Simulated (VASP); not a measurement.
Set up this calculation in VASP 6.6.1, as the native input.

```
Task                   : relaxation of cell and atoms
Functional             : PBEsol
Dispersion             : D4
Potentials or basis    : VASP PAW PBE potentials, release 64 (Ni, Si)
Cutoff                 : 600 eV
k mesh                 : 8 × 8 × 6
Occupations            : fermi-dirac, width 0.05 eV
Spin                   : collinear spin, ferromagnetic start
Starting moments       : [1.0, 1.0, 1.0, 1.0, 0.0, 0.0] μB
Dipole correction      : no
Further INCAR settings : ALGO = Normal; EDIFF = 1e-07; IBRION = 2; EDIFFG = -0.01; NSW = 60; ISIF = 3
```

The structure of SiNi2 lies in POSCAR:

```
SiNi2
1.0
    3.8360000000      0.0000000000      0.0000000000
   -1.9180000000      3.3220734489      0.0000000000
    0.0000000000      0.0000000000      4.9480000000
Ni Si
4 2
Direct
    0.6666666667      0.3333333333      0.7500000000
    0.3333333333      0.6666666667      0.2500000000
    0.0000000000      0.0000000000      0.5000000000
    0.0000000000      0.0000000000      0.0000000000
    0.6666666667      0.3333333333      0.2500000000
    0.3333333333      0.6666666667      0.7500000000
```

The input as run:

INCAR

```
ALGO     = Normal         # electronic algorithm
EDIFF    = 1E-7           # SCF threshold, eV
EDIFFG   = -0.01          # ionic threshold
ENCUT    = 600            # plane-wave cutoff, eV
GGA      = PS             # functional
IBRION   = 2              # ionic algorithm
ISIF     = 3              # what is computed and relaxed
ISMEAR   = -1             # smearing method
ISPIN    = 2              # spin polarisation
IVDW     = 13             # dispersion correction
LASPH    = True           # aspherical terms in the spheres
LCHARG   = False          # write CHGCAR
LMAXMIX  = 4              # l up to which the mixer works
LORBIT   = 11             # projections on sites
LREAL    = False          # projectors in reciprocal space
LWAVE    = False          # write WAVECAR
MAGMOM   = 1 1 1 1 0 0    # initial moments
NELM     = 150            # most SCF steps
NSW      = 60             # ionic steps
PREC     = Accurate       # precision mode
SIGMA    = 0.05           # smearing width, eV
```

KPOINTS

```
k-points
0
Gamma
  8 8 6
```

Potentials or basis: VASP PAW PBE potentials, release 64 (Ni, Si).

The run is started by

```bash
$ cat potpaw_PBE.64/Ni/POTCAR potpaw_PBE.64/Si/POTCAR > POTCAR
$ mpirun -np 1 vasp_std > vasp.out
```

It gave:

* Relaxed volume: 10.44 Å³/atom
* Relaxed cell: a = 3.851 Å, b = 3.851 Å, c = 4.879 Å, α = 90.00°, β = 90.00°, γ = 120.00°
* Space group after relaxing (to 0.1 Å): P6_3/mmc (No. 194)
* Energy gained by relaxing: 2.2 meV/atom
* Ionic steps: 5
* Pressure after relaxing: -0.1 GPa
* Band gap on the k mesh: zero (filled and empty bands overlap)
* Net moment: 0.00 μB per cell
* Valence electrons inside the program's atomic spheres: Ni 9.75, 9.50 (each value once); Si 1.62
* Dispersion energy per atom: -0.298 eV

Caveat: the PAW data sets were made with another functional, which shifts forces and pressure a little.

It took 15 min on 1 thread of Oxide Virtual Turin-like Processor (shared host), peak memory 0.27 GiB.
